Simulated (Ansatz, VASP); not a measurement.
**SnO in VASP and in Ansatz**

```xyz
4
Lattice="3.9734 0.0000 0.0000 0.0000 3.9734 0.0000 0.0000 0.0000 30.6349" Properties=species:S:1:pos:R:3 pbc="T T T"
Sn    2.9800    0.9933   14.1354
Sn    0.9933    2.9800   16.4995
O     0.9933    0.9934   15.3175
O     2.9800    2.9800   15.3175
```

Change from the starting cell: biaxial strain +0.040, atoms relaxed.

Alike in both runs: task relaxation of the atoms; functional PBE; dispersion D3(BJ); k mesh 6 × 6 × 1; occupations gaussian, width 0.02 eV; no spin polarisation.

```csv
,VASP,Ansatz
version,VASP 6.6.1,Ansatz 0.2.0
potentials or method,"VASP PAW PBE potentials, release 64 (Sn_d, O), cutoff 520 eV","scalar-relativistic, plane waves, PAW"
valence electrons in the cell,40,40
```

VASP gave:

| Property | Result |
| --- | --- |
| gap on the k mesh at the Fermi level, each at its own relaxed structure (eV) | 2.52 |

Problem. Which values does Ansatz return?

Solution. gap on the k mesh at the Fermi level, each at its own relaxed structure (eV): 2.55.

Ansatz's warnings: stress scf threshold loose, structure snapped to symmetry, xc potential rough in thin density.
